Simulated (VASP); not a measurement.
The system is SiC.

```xyz
4
Lattice="3.1348 0.0000 0.0000 -1.5674 2.7148 0.0000 0.0000 0.0000 3.9183" Properties=species:S:1:pos:R:3 pbc="T T T"
Si    0.0000    1.8099    0.9796
Si    1.5674    0.9049    2.9387
C     1.5674    0.9049    0.9796
C     0.0000    1.8099    2.9387
```

```yaml
Program: VASP 6.6.1
Task: relaxation of cell and atoms
Functional: PBE
Potentials_or_basis: VASP PAW PBE potentials, release 64 (Si, C)
Cutoff: 600 eV
k_mesh: 12 × 12 × 6
Occupations: fermi-dirac, width 0.02 eV
Spin: no spin polarisation
```

At the start: pressure 49.0 GPa; volume 8.34 Å³/atom.

Question: How do energy, volume and symmetry change on relaxing?

Answer: Over 13 steps the energy falls by 327.7 meV/atom and the volume is 10.50 Å³/atom (+26.0 %); space group P6_3/mmc (No. 194, to 0.05 Å).

The path:
```
step  energy change (eV)  largest force (eV/Å)  pressure (GPa)  volume (Å³)
   1              0.0000                0.0000           48.96        33.35
   2             -0.4658                0.0000          -25.51        47.12
   3             -1.0032                0.0000           -4.40        40.36
   4             -1.2531                0.0000            1.93        40.17
   5             -1.2752                0.0000            6.60        40.03
   6             -1.3078                0.0000           -2.14        42.37
   7             -1.3099                0.0000           -0.46        41.87
   8             -1.3099                0.0000           -0.60        41.91
   9             -1.3107                0.0000            0.04        41.96
  10             -1.3108                0.0000            0.09        41.96
  11             -1.3107                0.0000            0.18        41.97
  12             -1.3108                0.0000            0.11        41.96
  13             -1.3108                0.0000           -0.02        42.01
```

Final structure:
```
Si C
1.0
     3.16688    0.00000    0.00000
    -1.58344    2.74260    0.00000
     0.00000    0.00000    4.83714
Si C
2 2
Direct
  0.33333 0.66667 0.25000
  0.66667 0.33333 0.75000
  0.66667 0.33333 0.25000
  0.33333 0.66667 0.75000
```

Caveat: the volume moved by over 15 % at a fixed basis, so the end points are rough.
